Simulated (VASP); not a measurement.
A run of VASP 6.6.1 is set up as follows.

Contents of INCAR:

```
PREC = Accurate ; ENCUT = 520
EDIFF = 1E-6 ; ISMEAR = -1
SIGMA = 0.05 ; LREAL = False
LASPH = True ; NELM = 80
ALGO = Normal ; ISIF = 2
LWAVE = False ; LCHARG = False
GGA = PS ; NBANDS = 26
```

The input KPOINTS:

```
regular mesh
0
Gamma
  9 9 13
```

Contents of POSCAR:

```
In
1.0
    4.0084194503      0.0000000000      0.0000000000
   -2.0042097252      3.4713930730      0.0000000000
    0.0000000000      0.0000000000      2.3951308809
In
3
Direct
    0.0000000000      0.0000000000      0.0000000000
    0.3333333333      0.6666666667      0.5000000000
    0.6666666667      0.3333333333      0.5000000000
```

Potentials or basis: VASP PAW PBE potentials, release 64 (In_d).

Command:

```sh
$ cat potpaw_PBE.64/In_d/POTCAR > POTCAR
$ mpirun -np 1 vasp_std > vasp.out
```

(1) What does it give for the pressure?

Answers

(1) 322.1 GPa.

Caveat: the PAW data sets were made with another functional, which shifts forces and pressure a little.
